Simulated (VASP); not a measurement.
# K (Im-3m) in VASP: a series of runs

K is run at these levels: PBE; tasks: single point.

All numbers are computed with VASP 6.6.1; they aren't measurements. Logs are shortened: lines on timing, memory, paths and dates and some standing lists are left out, and cuts for length are marked.

### 1 The cell of the first run

It takes space group Im-3m (No. 229, cubic). The conventional cell has a = 4.691 Å, b = 4.691 Å, c = 4.691 Å, α = 90.00°, β = 90.00°, γ = 90.00°. Within 5.3 Å of K (site symmetry m-3m) lie 14 K at 4.06 to 4.69 Å.

### 2 Single point, PBE

INCAR

```
PREC     = Accurate       # precision mode
ENCUT    = 520            # plane-wave cutoff, eV
EDIFF    = 1E-6           # SCF threshold, eV
ISMEAR   = -1             # smearing method
SIGMA    = 0.05           # smearing width, eV
LREAL    = False          # projectors in reciprocal space
LASPH    = True           # aspherical terms in the spheres
NELM     = 60             # most SCF steps
ALGO     = Normal         # electronic algorithm
ISIF     = 2              # what is computed and relaxed
LWAVE    = False          # write WAVECAR
LCHARG   = False          # write CHGCAR
GGA      = PE             # functional
NBANDS   = 10             # bands
```

KPOINTS

```
regular mesh
0
Gamma
  12 12 12
```

POSCAR

```
K
1.0
   -2.3455839808      2.3455839808      2.3455839808
    2.3455839808     -2.3455839808      2.3455839808
    2.3455839808      2.3455839808     -2.3455839808
K
1
Direct
    0.0000000000      0.0000000000      0.0000000000
```

Potentials or basis: VASP PAW PBE potentials, release 64 (K_sv).

On the command line:

```sh
$ cat potpaw_PBE.64/K_sv/POTCAR > POTCAR
$ mpirun -np 1 vasp_std > vasp.out
```

OUTCAR:

```text
PREC = Accurate
   ENCUT = 520
   EDIFF = 1E-6
   ISMEAR = -1
   LREAL = False
   LASPH = True
   NELM = 60
   ISIF = 2
   GGA = PE

 ion  position               nearest neighbor table
   1  0.000  0.000  0.000-

  LATTYP: Found a body centered cubic cell.
 ALAT       =     4.6911679616

  Lattice vectors:

 A1 = (  -2.3455839808,   2.3455839808,   2.3455839808)
 A2 = (   2.3455839808,  -2.3455839808,   2.3455839808)
 A3 = (   2.3455839808,   2.3455839808,  -2.3455839808)

Analysis of symmetry for initial positions (statically):
=====================================================================
 Subroutine PRICEL returns:
 Original cell was already a primitive cell.

 Routine SETGRP: Setting up the symmetry group for a
 body centered cubic supercell.

 Subroutine GETGRP returns: Found 48 space group operations
 (whereof 48 operations were pure point group operations)
 out of a pool of 48 trial point group operations.

The static configuration has the point symmetry O_h .

Analysis of symmetry for dynamics (positions and initial velocities):
=====================================================================
 Subroutine PRICEL returns:
 Original cell was already a primitive cell.

 Routine SETGRP: Setting up the symmetry group for a
 body centered cubic supercell.

 Subroutine GETGRP returns: Found 48 space group operations
 (whereof 48 operations were pure point group operations)
 out of a pool of 48 trial point group operations.

The dynamic configuration has the point symmetry O_h .

 Subroutine INISYM returns: Found 48 space group operations
 (whereof 48 operations are pure point group operations),
 and found     1 'primitive' translations

----------------------------------------------------------------------------------------

                                     Primitive cell

  volume of cell :      51.6194

  direct lattice vectors                    reciprocal lattice vectors
    -2.345583981  2.345583981  2.345583981     0.000000000  0.213166531  0.213166531
     2.345583981 -2.345583981  2.345583981     0.213166531  0.000000000  0.213166531
     2.345583981  2.345583981 -2.345583981     0.213166531  0.213166531  0.000000000

  length of vectors
     4.062670628  4.062670628  4.062670628     0.301462999  0.301462999  0.301462999

  position of ions in fractional coordinates (direct lattice)
     0.000000000  0.000000000  0.000000000

  ion indices of the primitive-cell ions
   primitive index   ion index
                 1           1

----------------------------------------------------------------------------------------

 KPOINTS: regular mesh

Automatic generation of k-mesh.
 Grid dimensions read from file:
 generate k-points for:   12   12   12

 Generating k-lattice:

  Cartesian coordinates                     Fractional coordinates (reciprocal lattice)
     0.000000000  0.017763878  0.017763878     0.083333333  0.000000000  0.000000000
     0.017763878  0.000000000  0.017763878     0.000000000  0.083333333  0.000000000
     0.017763878  0.017763878  0.000000000     0.000000000  0.000000000  0.083333333

  Length of vectors
     0.025121917  0.025121917  0.025121917

  Shift w.r.t. Gamma in fractional coordinates (k-lattice)
     0.000000000  0.000000000  0.000000000

 Subroutine IBZKPT returns following result:
 ===========================================

 Found     72 irreducible k-points:

 Following reciprocal coordinates:
            Coordinates               Weight
  0.000000  0.000000  0.000000      1.000000
  0.083333  0.000000  0.000000     12.000000
  0.166667  0.000000  0.000000     12.000000
  0.250000  0.000000  0.000000     12.000000
  0.333333  0.000000  0.000000     12.000000
  0.416667  0.000000  0.000000     12.000000
[... 16 lines left out ...]
  0.333333  0.083333  0.083333     24.000000
  0.416667  0.083333  0.083333     12.000000
 [... further k-points ...]
   k-points           NKPTS =     72   k-points in BZ     NKDIM =     72   number of bands    NBANDS=     10
   number of dos      NEDOS =    301   number of ions     NIONS =      1
   total plane-waves  NPLWV =  27000
   dimension x,y,z NGX =    30 NGY =   30 NGZ =   30
   dimension x,y,z NGXF=    60 NGYF=   60 NGZF=   60
   ions per type =               1
   NGX,Y,Z   is equivalent  to a cutoff of  12.28, 12.28, 12.28 a.u.
   NGXF,Y,Z  is equivalent  to a cutoff of  24.55, 24.55, 24.55 a.u.
 SYSTEM =  unknown system
   PREC   = accura    normal or accurate (medium, high low for compatibility)
   ISTART =      0    job   : 0-new  1-cont  2-samecut
   ICHARG =      2    charge: 1-file 2-atom 10-const
   ISPIN  =      1    spin polarized calculation?
   LNONCOLLINEAR =      F non collinear calculations
   LSORBIT =      F    spin-orbit coupling
   LASPH  =      T    aspherical Exc in radial PAW
   ENCUT  =  520.0 eV  38.22 Ry    6.18 a.u.   7.55  7.55  7.55*2*pi/ulx,y,z
   NELM   =     60;   NELMIN=  2; NELMDL= -5     # of ELM steps
   EDIFF  = 0.1E-05   stopping-criterion for ELM
   LREAL  =      F    real-space projection
   EDIFFG = 0.1E-04   stopping-criterion for IOM
   NSW    =      0    number of steps for IOM
   IBRION =     -1    ionic relax: 0-MD 1-quasi-New 2-CG
   NFREE  =      0    steps in history (QN), initial steepest desc. (CG)
   ISIF   =      2    stress and relaxation
   ISYM   =      2    0-nonsym 1-usesym 2-fastsym
   POTIM  = 0.5000    time-step for ionic-motion
   TEBEG  =    0.0;   TEEND  =   0.0 temperature during run
   PSTRESS=    0.0 pullay stress
   NELECT =       9.0000    total number of electrons
   NUPDOWN=      -1.0000    fix difference up-down
   EMIN   =  10.00;   EMAX   =-10.00  energy-range for DOS
   EFERMI =   0.00;   METHOD = LEGACY
   ISMEAR =    -1;   SIGMA  =   0.05  broadening in eV -4-tet -1-fermi 0-gaus
   EFERMI_NEDOS =   21; number of points for ismear=-14 and -15
   IALGO  =     38    algorithm
   IMIX   =      4    mixing-type and parameters
     AMIX     =   0.40;   BMIX     =  1.00
     AMIX_MAG =   1.60;   BMIX_MAG =  1.00
  volume/ion in A,a.u.               =      51.62       348.34
  Fermi-wavevector in a.u.,A,eV,Ry     =   0.914572  1.728291 11.380490  0.836442
  Thomas-Fermi vector in A             =   2.039214
   LORBIT       =      0    0 simple, 1 ext, 2 COOP (PROOUT), +10 PAW based schemes
   GGA     = PE    functional components
   LHFCALC =     F    Hartree Fock is set to
   AEXX    =    0.0000 exact exchange contribution
   IVDW    =     0    specifies the selected vdW correction
   LEPSILON=     F    determine dielectric tensor
   LRPA    =     F    only Hartree local field effects (RPA)
 non-spin polarized calculation
  energy-cutoff  :      520.00
  volume of cell :       51.62
 maximum number of plane-waves:      1433
   NGX = 15   NGY = 15   NGZ = 15

 number of electron       9.0000000 magnetization

 Free energy of the ion-electron system (eV)
  ---------------------------------------------------
  ext. energy  EPLUGINS =         0.00000000
  ---------------------------------------------------
  free energy    TOTEN  =        -0.91883934 eV

  energy without entropy =       -0.91206005  energy(sigma->0) =       -0.91544969

 E-fermi :   0.8326     XC(G=0):  -6.5859

 val. band max:        0.8220962312   @ k =   0.2500   0.2500   0.0000
 cond. band min:       0.8842226976   @ k =   0.3333   0.1667   0.0000
 fundamental gap:      0.0621264664
 Fermi energy:         0.8326021399

 k-point     1 :       0.0000    0.0000    0.0000
  band No.  band energies     occupation
      1     -31.1835      2.00000
      2     -14.5776      2.00000
      3     -14.5776      2.00000
      4     -14.5776      2.00000
      5      -1.8632      2.00000
      6       5.4112      0.00000
      7       5.4112      0.00000
      8       5.4112      0.00000
      9       6.5776      0.00000
     10       6.5776      0.00000

 k-point     2 :       0.0833    0.0000    0.0000
  band No.  band energies     occupation
      1     -31.1821      2.00000
      2     -14.5931      2.00000
      3     -14.5823      2.00000
      4     -14.5777      2.00000
      5      -1.7460      2.00000
      6       5.2746      0.00000
      7       5.2778      0.00000
      8       5.5162      0.00000
      9       6.3870      0.00000
     10       6.5569      0.00000

 k-point     3 :       0.1667    0.0000    0.0000
  band No.  band energies     occupation
      1     -31.1783      2.00000
      2     -14.6350      2.00000
      3     -14.5951      2.00000
      4     -14.5779      2.00000
      5      -1.4037      2.00000
      6       4.7399      0.00000
      7       4.9523      0.00000
      8       5.8274      0.00000
      9       6.2758      0.00000
     10       6.5324      0.00000

 k-point     4 :       0.2500    0.0000    0.0000
  band No.  band energies     occupation
      1     -31.1730      2.00000
      2     -14.6912      2.00000
      3     -14.6126      2.00000
      4     -14.5783      2.00000
      5      -0.8642      2.00000
      6       3.9580      0.00000
      7       4.5917      0.00000
      8       6.3327      0.00000
      9       6.3874      0.00000
     10       6.5746      0.00000
[... 222 lines left out ...]
 k-point    22 :       0.2500    0.0833    0.0833
  band No.  band energies     occupation
      1     -31.1669      2.00000
      2     -14.7476      2.00000
      3     -14.6314      2.00000
      4     -14.5916      2.00000
      5       0.0277      2.00000
      6       3.1689      0.00000
      7       3.8903      0.00000
      8       6.6416      0.00000
      9       6.9212      0.00000
     10       7.0340      0.00000

 k-point    23 :       0.3333    0.0833    0.0833
  band No.  band energies     occupation
      1     -31.1635      2.00000
      2     -14.7749      2.00000
      3     -14.6501      2.00000
      4     -14.5927      2.00000
      5       0.7975      1.33691
      6       2.4452      0.00000
      7       3.7196      0.00000
      8       6.5663      0.00000
      9       7.1304      0.00000
     10       7.5389      0.00000

 k-point    24 :       0.4167    0.0833    0.0833
  band No.  band energies     occupation
      1     -31.1622      2.00000
      2     -14.7845      2.00000
      3     -14.6572      2.00000
      4     -14.5931      2.00000
      5       1.4217      0.00002
      6       1.8526      0.00000
      7       3.6621      0.00000
      8       6.4743      0.00000
      9       7.2515      0.00000
     10       7.8049      0.00000

 [... further k-points ...]

------------------------ aborting loop because EDIFF is reached ----------------------------------------

  FORCE on cell =-STRESS in cart. coord.  units (eV):
  Direction    XX          YY          ZZ          XY          YZ          ZX
  --------------------------------------------------------------------------------------
  -------------------------------------------------------------------------------------
  Total        0.8018641      0.8018641      0.8018641     -0.0000000     -0.0000000      0.0000000
  in kB       24.8884820     24.8884820     24.8884820     -0.0000000     -0.0000000      0.0000000
  external PRESSURE =      24.8884820 kB  Pullay stress =       0.0000000 kB

 VOLUME and BASIS-vectors are now :
 -----------------------------------------------------------------------------
  energy-cutoff  :      520.00
  volume of cell :       51.62
      direct lattice vectors                 reciprocal lattice vectors
    -2.345583981  2.345583981  2.345583981     0.000000000  0.213166531  0.213166531
     2.345583981 -2.345583981  2.345583981     0.213166531  0.000000000  0.213166531
     2.345583981  2.345583981 -2.345583981     0.213166531  0.213166531  0.000000000

 POSITION                                       TOTAL-FORCE (eV/Angst)
 -----------------------------------------------------------------------------------
      0.00000      0.00000      0.00000         0.000000      0.000000      0.000000
 -----------------------------------------------------------------------------------
    total drift:                               -0.000000     -0.000000      0.000000

  FREE ENERGIE OF THE ION-ELECTRON SYSTEM (eV)
  ---------------------------------------------------
  free  energy   TOTEN  =        -0.9188393386 eV

  energy  without entropy=       -0.9120600451  energy(sigma->0) =       -0.91544969
```

It took 26 s on 1 thread of Intel Xeon 6975P-C, shared host; peak memory 0.19 GiB.

Results:

| Quantity | Value |
| --- | --- |
| Free energy | -0.9188 eV |
| Pressure | 2.5 GPa |

### 3 Single point, PBE

INCAR

```
SYSTEM = K
ALGO = Normal ; EDIFF = 1E-7
ENCUT = 520 ; GGA = PE
ISIF = 2 ; ISMEAR = -1
LASPH = .True. ; LCHARG = .False.
LREAL = .False. ; LWAVE = .False.
NBANDS = 10 ; NELM = 100
PREC = Accurate ; SIGMA = 0.05
```

KPOINTS

```
k-points
0
Gamma
  12 12 12
  0 0 0
```

POSCAR is that of step 2.

Potentials or basis: VASP PAW PBE potentials, release 64 (K_sv).

On the command line:

```sh
$ cat potpaw_PBE.64/K_sv/POTCAR > POTCAR
$ mpirun -np 1 vasp_std > vasp.out
```

Wall time 33 s (1 thread of Intel Xeon 6975P-C, shared host); peak memory 0.18 GiB.

The run converged. Its results:

```
Free energy : -0.9188 eV
Pressure    : 2.5 GPa
```

Levels at points of the mesh, in eV from the Fermi level:
| k point | band 1 | band 2 | band 3 | band 4 | band 5 | band 6 | band 7 | band 8 |
| --- | --- | --- | --- | --- | --- | --- | --- | --- |
| (0.00, 0.00, 0.00) | -32.02 | -15.41 | -15.41 | -15.41 | -2.70 | 4.58 | 4.58 | 4.58 |
| (0.50, 0.00, 0.00) | -32.00 | -15.63 | -15.48 | -15.41 | 0.36 | 0.96 | 3.19 | 5.60 |
| (0.50, 0.50, 0.50) | -31.98 | -15.56 | -15.56 | -15.56 | 1.37 | 1.37 | 4.60 | 4.60 |
